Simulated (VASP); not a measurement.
# ZnCu2Br3 (P-62m) in VASP: notebook

The runs below take ZnCu2Br3 through single point, relaxation of shape and atoms at fixed volume, with PBE.

Everything below comes from runs of VASP 6.6.1. Logs are shortened: lines on timing, memory, paths and dates and some standing lists are left out, and cuts for length are marked.

**1. The cell of the first run**

The structure is hexagonal, space group P-62m (No. 189). Conventional cell: a = 6.929 Å, b = 6.929 Å, c = 3.759 Å, α = 90.00°, β = 90.00°, γ = 120.00°. Zn (site symmetry -62m) has 6 Br at 2.91 Å and 2 Zn at 3.76 Å within 3.8 Å. Cu (site symmetry -6) has 3 Br at 2.36 Å within 3.1 Å. Within 3.1 Å of Br (site symmetry m2m) lie 2 Cu at 2.36 Å and 2 Zn at 2.91 Å.

**2. Single point, PBE (26.04 Å³/atom)**

The input, INCAR:

```
  ALGO = Normal
  EDIFF = 1E-7
  ENCUT = 520
  GGA = PE
  ISIF = 2
  ISMEAR = 0
  LASPH = True
  LCHARG = True
  LELF = True
  LREAL = False
  LVHAR = True
  LWAVE = False
  NBANDS = 36
  NELM = 100
  PREC = Accurate
  SIGMA = 0.1
```

The input, KPOINTS:

```
k-points
0
Gamma
  6 6 8
```

The input, POSCAR:

```
ZnCu2Br3
1.0
    6.9287119622      0.0000000000      0.0000000000
   -3.4643559811      6.0004405748      0.0000000000
    0.0000000000      0.0000000000      3.7585277111
Zn Cu Br
1 2 3
Direct
    0.0000000000      0.0000000000      0.5000000000
    0.3333333333      0.6666666667      0.0000000000
    0.6666666667      0.3333333333      0.0000000000
    0.6802336498      0.0000000000      0.0000000000
    0.0000000000      0.6802336498      0.0000000000
    0.3197663502      0.3197663502      0.0000000000
```

Potentials or basis: VASP PAW PBE potentials, release 64 (Zn, Cu, Br).

The run is started by

```bash
cat potpaw_PBE.64/Zn/POTCAR potpaw_PBE.64/Cu/POTCAR potpaw_PBE.64/Br/POTCAR > POTCAR
mpirun -np 1 vasp_std > vasp.out
```

OUTCAR:

```text
EDIFF = 1E-7
   ENCUT = 520
   GGA = PE
   ISIF = 2
   ISMEAR = 0
   LASPH = True
   LREAL = False
   NELM = 100
   PREC = Accurate

 ion  position               nearest neighbor table
   1  0.000  0.000  0.500-   4 2.91   4 2.91   6 2.91   5 2.91   5 2.91   6 2.91
   2  0.333  0.667  0.000-   5 2.36   4 2.36   6 2.36
   3  0.667  0.333  0.000-   4 2.36   5 2.36   6 2.36
   4  0.680  0.000  0.000-   3 2.36   2 2.36   1 2.91   1 2.91
   5  0.000  0.680  0.000-   2 2.36   3 2.36   1 2.91   1 2.91
   6  0.320  0.320  0.000-   3 2.36   2 2.36   1 2.91   1 2.91

  LATTYP: Found a hexagonal cell.
 ALAT       =     6.9287119622
 C/A-ratio  =     0.5424569143

  Lattice vectors:

 A1 = (   6.9287119622,   0.0000000000,   0.0000000000)
 A2 = (  -3.4643559811,   6.0004405748,   0.0000000000)
 A3 = (   0.0000000000,   0.0000000000,   3.7585277111)

Analysis of symmetry for initial positions (statically):
=====================================================================
 Subroutine PRICEL returns:
 Original cell was already a primitive cell.

 Routine SETGRP: Setting up the symmetry group for a
 hexagonal supercell.

 Subroutine GETGRP returns: Found 12 space group operations
 (whereof 12 operations were pure point group operations)
 out of a pool of 24 trial point group operations.

The static configuration has the point symmetry D_3h.

Analysis of symmetry for dynamics (positions and initial velocities):
=====================================================================
 Subroutine PRICEL returns:
 Original cell was already a primitive cell.

 Routine SETGRP: Setting up the symmetry group for a
 hexagonal supercell.

 Subroutine GETGRP returns: Found 12 space group operations
 (whereof 12 operations were pure point group operations)
 out of a pool of 24 trial point group operations.

The dynamic configuration has the point symmetry D_3h.

 Subroutine INISYM returns: Found 12 space group operations
 (whereof 12 operations are pure point group operations),
 and found     1 'primitive' translations

----------------------------------------------------------------------------------------

                                     Primitive cell

  volume of cell :     156.2620

  direct lattice vectors                    reciprocal lattice vectors
     6.928711962  0.000000000  0.000000000     0.144326969  0.083327215  0.000000000
    -3.464355981  6.000440575  0.000000000     0.000000000  0.166654429  0.000000000
     0.000000000  0.000000000  3.758527711     0.000000000  0.000000000  0.266061628

  length of vectors
     6.928711962  6.928711962  3.758527711     0.166654429  0.166654429  0.266061628

  position of ions in fractional coordinates (direct lattice)
     0.000000000  0.000000000  0.500000000
     0.333333333  0.666666667  0.000000000
     0.666666667  0.333333333  0.000000000
     0.680233650  0.000000000  0.000000000
     0.000000000  0.680233650  0.000000000
     0.319766350  0.319766350  0.000000000

  ion indices of the primitive-cell ions
   primitive index   ion index
                 1           1
                 2           2
                 3           3
                 4           4
                 5           5
                 6           6

----------------------------------------------------------------------------------------

 KPOINTS: k-points

Automatic generation of k-mesh.
 Grid dimensions read from file:
 generate k-points for:    6    6    8

 Generating k-lattice:

  Cartesian coordinates                     Fractional coordinates (reciprocal lattice)
     0.024054495  0.013887869  0.000000000     0.166666667  0.000000000  0.000000000
     0.000000000  0.027775738  0.000000000     0.000000000  0.166666667  0.000000000
     0.000000000  0.000000000  0.033257703     0.000000000  0.000000000  0.125000000

  Length of vectors
     0.027775738  0.027775738  0.033257703

  Shift w.r.t. Gamma in fractional coordinates (k-lattice)
     0.000000000  0.000000000  0.000000000

 Subroutine IBZKPT returns following result:
 ===========================================

 Found     35 irreducible k-points:

 Following reciprocal coordinates:
            Coordinates               Weight
  0.000000  0.000000  0.000000      1.000000
  0.166667  0.000000  0.000000      6.000000
  0.333333  0.000000  0.000000      6.000000
  0.500000 -0.000000  0.000000      3.000000
  0.166667  0.166667  0.000000      6.000000
  0.333333  0.166667  0.000000     12.000000
[... 16 lines left out ...]
  0.166667  0.000000  0.375000     12.000000
  0.333333  0.000000  0.375000     12.000000
 [... further k-points ...]
   k-points           NKPTS =     35   k-points in BZ     NKDIM =     35   number of bands    NBANDS=     36
   number of dos      NEDOS =    301   number of ions     NIONS =      6
   total plane-waves  NPLWV =  81648
   dimension x,y,z NGX =    54 NGY =   54 NGZ =   28
   dimension x,y,z NGXF=   108 NGYF=  108 NGZF=   56
   ions per type =               1   2   3
   NGX,Y,Z   is equivalent  to a cutoff of  12.96, 12.96, 12.38 a.u.
   NGXF,Y,Z  is equivalent  to a cutoff of  25.91, 25.91, 24.77 a.u.
 SYSTEM =  unknown system
   PREC   = accura    normal or accurate (medium, high low for compatibility)
   ISTART =      0    job   : 0-new  1-cont  2-samecut
   ICHARG =      2    charge: 1-file 2-atom 10-const
   ISPIN  =      1    spin polarized calculation?
   LNONCOLLINEAR =      F non collinear calculations
   LSORBIT =      F    spin-orbit coupling
   LASPH  =      T    aspherical Exc in radial PAW
   ENCUT  =  520.0 eV  38.22 Ry    6.18 a.u.  12.88 12.88  6.99*2*pi/ulx,y,z
   NELM   =    100;   NELMIN=  2; NELMDL= -5     # of ELM steps
   EDIFF  = 0.1E-06   stopping-criterion for ELM
   LREAL  =      F    real-space projection
   EDIFFG = 0.1E-05   stopping-criterion for IOM
   NSW    =      0    number of steps for IOM
   IBRION =     -1    ionic relax: 0-MD 1-quasi-New 2-CG
   NFREE  =      0    steps in history (QN), initial steepest desc. (CG)
   ISIF   =      2    stress and relaxation
   ISYM   =      2    0-nonsym 1-usesym 2-fastsym
   POTIM  = 0.5000    time-step for ionic-motion
   TEBEG  =    0.0;   TEEND  =   0.0 temperature during run
   PSTRESS=    0.0 pullay stress
   NELECT =      55.0000    total number of electrons
   NUPDOWN=      -1.0000    fix difference up-down
   EMIN   =  10.00;   EMAX   =-10.00  energy-range for DOS
   EFERMI =   0.00;   METHOD = LEGACY
   ISMEAR =     0;   SIGMA  =   0.10  broadening in eV -4-tet -1-fermi 0-gaus
   EFERMI_NEDOS =   21; number of points for ismear=-14 and -15
   IALGO  =     38    algorithm
   IMIX   =      4    mixing-type and parameters
     AMIX     =   0.40;   BMIX     =  1.00
     AMIX_MAG =   1.60;   BMIX_MAG =  1.00
  volume/ion in A,a.u.               =      26.04       175.75
  Fermi-wavevector in a.u.,A,eV,Ry     =   1.155876  2.184289 18.178056  1.336049
  Thomas-Fermi vector in A             =   2.292501
   LORBIT       =      0    0 simple, 1 ext, 2 COOP (PROOUT), +10 PAW based schemes
   GGA     = PE    functional components
   LHFCALC =     F    Hartree Fock is set to
   AEXX    =    0.0000 exact exchange contribution
   IVDW    =     0    specifies the selected vdW correction
   LEPSILON=     F    determine dielectric tensor
   LRPA    =     F    only Hartree local field effects (RPA)
 non-spin polarized calculation
 Gauss-broadening in eV      SIGMA  =   0.10
  energy-cutoff  :      520.00
  volume of cell :      156.26
 maximum number of plane-waves:      4244
 NGX is ok and might be reduce to    54
   NGX = 25   NGY = 25   NGZ = 13

 number of electron      55.0000028 magnetization

 Free energy of the ion-electron system (eV)
  ---------------------------------------------------
  ext. energy  EPLUGINS =         0.00000000
  ---------------------------------------------------
  free energy    TOTEN  =       -14.32152780 eV

  energy without entropy =      -14.30482307  energy(sigma->0) =      -14.31317544

 E-fermi :   2.6541     XC(G=0):  -8.6208

 val. band max:        2.6472191966   @ k =   0.3333   0.1667   0.0000
 cond. band min:       2.6592002865   @ k =   0.5000  -0.0000   0.3750
 fundamental gap:      0.0119810898
 Fermi energy:         2.6541329068

 k-point     1 :       0.0000    0.0000    0.0000
  band No.  band energies     occupation
      1     -14.1317      2.00000
      2     -13.7352      2.00000
      3     -13.7352      2.00000
      4      -4.5856      2.00000
      5      -4.3849      2.00000
      6      -4.3849      2.00000
[... 28 lines left out ...]
     35       8.4187      0.00000
     36       8.4188      0.00000

 k-point     2 :       0.1667    0.0000    0.0000
  band No.  band energies     occupation
      1     -14.1029      2.00000
      2     -13.7552      2.00000
      3     -13.7476      2.00000
      4      -4.5880      2.00000
      5      -4.3852      2.00000
      6      -4.3850      2.00000
[... 28 lines left out ...]
     35       8.3991      0.00000
     36       8.6148      0.00000

 k-point     3 :       0.3333    0.0000    0.0000
  band No.  band energies     occupation
      1     -14.0253      2.00000
      2     -13.8189      2.00000
      3     -13.7692      2.00000
      4      -4.5863      2.00000
      5      -4.4069      2.00000
      6      -4.3871      2.00000
[... 28 lines left out ...]
     35       8.5032      0.00000
     36       8.8771      0.00000
[... 742 lines left out ...]
 k-point    23 :       0.1667    0.0000    0.3750
  band No.  band energies     occupation
      1     -13.9028      2.00000
      2     -13.5918      2.00000
      3     -13.5855      2.00000
      4      -4.5040      2.00000
      5      -4.4881      2.00000
      6      -4.3945      2.00000
[... 28 lines left out ...]
     35       7.7576      0.00000
     36       8.7947      0.00000

 k-point    24 :       0.3333    0.0000    0.3750
  band No.  band energies     occupation
      1     -13.8320      2.00000
      2     -13.6490      2.00000
      3     -13.6051      2.00000
      4      -4.5222      2.00000
      5      -4.4795      2.00000
      6      -4.3968      2.00000
[... 28 lines left out ...]
     35       7.8603      0.00000
     36       8.2699      0.00000

 [... further k-points ...]

------------------------ aborting loop because EDIFF is reached ----------------------------------------

  FORCE on cell =-STRESS in cart. coord.  units (eV):
  Direction    XX          YY          ZZ          XY          YZ          ZX
  --------------------------------------------------------------------------------------
  -------------------------------------------------------------------------------------
  Total        1.6702299      1.6702299      1.5443937     -0.0000000      0.0000000     -0.0000000
  in kB       17.1251125     17.1251125     15.8348955     -0.0000000      0.0000000     -0.0000000
  external PRESSURE =      16.6950401 kB  Pullay stress =       0.0000000 kB

 VOLUME and BASIS-vectors are now :
 -----------------------------------------------------------------------------
  energy-cutoff  :      520.00
  volume of cell :      156.26
      direct lattice vectors                 reciprocal lattice vectors
     6.928711962  0.000000000  0.000000000     0.144326969  0.083327215  0.000000000
    -3.464355981  6.000440575  0.000000000     0.000000000  0.166654429  0.000000000
     0.000000000  0.000000000  3.758527711     0.000000000  0.000000000  0.266061628

 POSITION                                       TOTAL-FORCE (eV/Angst)
 -----------------------------------------------------------------------------------
      0.00000      0.00000      1.87926         0.000000      0.000000     -0.000000
     -0.00000      4.00029      0.00000         0.000000      0.000000     -0.000000
      3.46436      2.00015      0.00000         0.000000      0.000000     -0.000000
      4.71314      0.00000      0.00000         0.019539      0.000000      0.000000
     -2.35657      4.08170      0.00000        -0.009769      0.016921      0.000000
      1.10778      1.91874      0.00000        -0.009769     -0.016921     -0.000000
 -----------------------------------------------------------------------------------
    total drift:                                0.000001      0.000002     -0.000003

  FREE ENERGIE OF THE ION-ELECTRON SYSTEM (eV)
  ---------------------------------------------------
  free  energy   TOTEN  =       -14.3215277989 eV

  energy  without entropy=      -14.3048230742  energy(sigma->0) =      -14.31317544
```

Wall time 1.9 min (1 thread of Intel Xeon 6975P-C (Granite Rapids), shared host); peak memory 0.38 GiB.

Results:

| Quantity | Value |
| --- | --- |
| Free energy | -14.3215 eV |
| Pressure | 1.7 GPa |
| Largest force | 0.020 eV/Å |
| Band gap on the k mesh | zero (an odd number of electrons rules out a gap without spin polarisation) |

Forces on the atoms (eV/Å):
```
Zn   0.000  0.000  0.000
Cu   0.000  0.000  0.000
Cu   0.000  0.000  0.000
Br   0.020  0.000  0.000
Br  -0.010  0.017  0.000
Br  -0.010 -0.017  0.000
```

Stress tensor (GPa, compression positive):
```
1.71 0.00 0.00
0.00 1.71 0.00
0.00 0.00 1.58
```

Levels at points of the mesh, in eV from the Fermi level:
| k point | band 26 | band 27 | band 28 | band 29 | band 30 | band 31 |
| --- | --- | --- | --- | --- | --- | --- |
| (0.00, 0.00, 0.00) | -1.28 | -1.11 | -1.11 | 2.42 | 3.82 | 4.08 |
| (0.50, 0.00, 0.00) | -1.76 | -1.73 | 0.08 | 1.75 | 1.97 | 3.94 |
| (0.00, 0.00, 0.50) | -1.01 | -1.01 | -0.71 | 1.71 | 2.04 | 3.22 |
| (0.50, 0.00, 0.50) | -1.75 | -1.55 | -0.20 | 1.75 | 2.54 | 3.48 |

Caveat: an odd number of electrons without spin polarisation forces a metal; a magnetic or distorted state may lie lower.

**3. Relaxation of shape and atoms at fixed volume, PBE (26.04 Å³/atom)**

The input, INCAR:

```
SYSTEM = ZnCu2Br3
PREC = Accurate ; ENCUT = 600
EDIFF = 1E-7 ; ISMEAR = 0
SIGMA = 0.1 ; LREAL = .FALSE.
LASPH = .TRUE. ; NELM = 80
ALGO = Normal ; ISIF = 4
LWAVE = .FALSE. ; LCHARG = .FALSE.
GGA = PE ; IBRION = 2
NSW = 50 ; EDIFFG = -0.01
```

The input, KPOINTS:

```
regular mesh
0
G
  6 6 8
  0 0 0
```

The input, POSCAR:

```
ZnCu2Br3
1.0
    6.8861491616      0.0000000000      0.0000000000
   -3.4430745808      5.9635801082      0.0000000000
    0.0000000000      0.0000000000      3.8051336890
Zn Cu Br
1 2 3
Direct
    0.0000000000      0.0000000000      0.5000000000
    0.3333333333      0.6666666667      0.0000000000
    0.6666666667      0.3333333333      0.0000000000
    0.6792671574      0.0000000000      0.0000000000
    0.0000000000      0.6792671574      0.0000000000
    0.3207328426      0.3207328426      0.0000000000
```

Potentials or basis: VASP PAW PBE potentials, release 64 (Zn, Cu, Br).

The run is started by

```bash
cat potpaw_PBE.64/Zn/POTCAR potpaw_PBE.64/Cu/POTCAR potpaw_PBE.64/Br/POTCAR > POTCAR
mpirun -np 1 vasp_std > vasp.out
```

Run time: 5.1 min. Hardware: 1 thread of Intel Xeon 6975P-C (Granite Rapids), shared host; peak memory 0.45 GiB.

The run converged. Its results:

```
Free energy                  : -14.3217 eV
Energy gained by relaxing    : 1.7 meV/atom
Ionic steps                  : 4
Pressure after relaxing      : 1.6 GPa
Largest force after relaxing : 0.009 eV/Å
Band gap on the k mesh       : zero (an odd number of electrons rules out a gap without spin polarisation)
```

Forces in eV/Å, atoms in the order of the input:
```
Zn   0.000  0.000  0.000
Cu   0.000  0.000  0.000
Cu   0.000  0.000  0.000
Br  -0.009  0.000  0.000
Br   0.005 -0.008  0.000
Br   0.005  0.008  0.000
```

The path:
```csv
step,energy change (eV),largest force (eV/Å),pressure (GPa),volume (Å³)
1,0.0000,0.1378,2.19,156.26
2,-0.0080,0.0553,1.86,156.26
3,-0.0101,0.0122,1.61,156.26
4,-0.0101,0.0093,1.62,156.26
```

Final structure:
```
Zn Cu Br
1.0
     6.92857    0.00000    0.00000
    -3.46428    6.00032    0.00000
     0.00000    0.00000    3.75868
Zn Cu Br
1 2 3
Direct
  0.00000 0.00000 0.50000
  0.33333 0.66667 0.00000
  0.66667 0.33333 0.00000
  0.68103 0.00000 0.00000
  0.00000 0.68103 0.00000
  0.31897 0.31897 0.00000
```

Levels at points of the mesh, in eV from the Fermi level:
| k point | band 25 | band 26 | band 27 | band 28 | band 29 | band 30 | band 31 | band 32 |
| --- | --- | --- | --- | --- | --- | --- | --- | --- |
| (0.00, 0.00, 0.00) | -1.69 | -1.28 | -1.12 | -1.12 | 2.41 | 3.78 | 4.07 | 4.07 |
| (0.50, 0.00, 0.00) | -1.95 | -1.77 | -1.74 | 0.08 | 1.73 | 1.95 | 3.94 | 4.28 |
| (0.00, 0.00, 0.50) | -1.97 | -1.02 | -1.02 | -0.71 | 1.69 | 2.04 | 3.21 | 3.21 |
| (0.50, 0.00, 0.50) | -1.83 | -1.76 | -1.56 | -0.20 | 1.74 | 2.52 | 3.46 | 3.84 |

Caveat: an odd number of electrons without spin polarisation forces a metal; a magnetic or distorted state may lie lower.
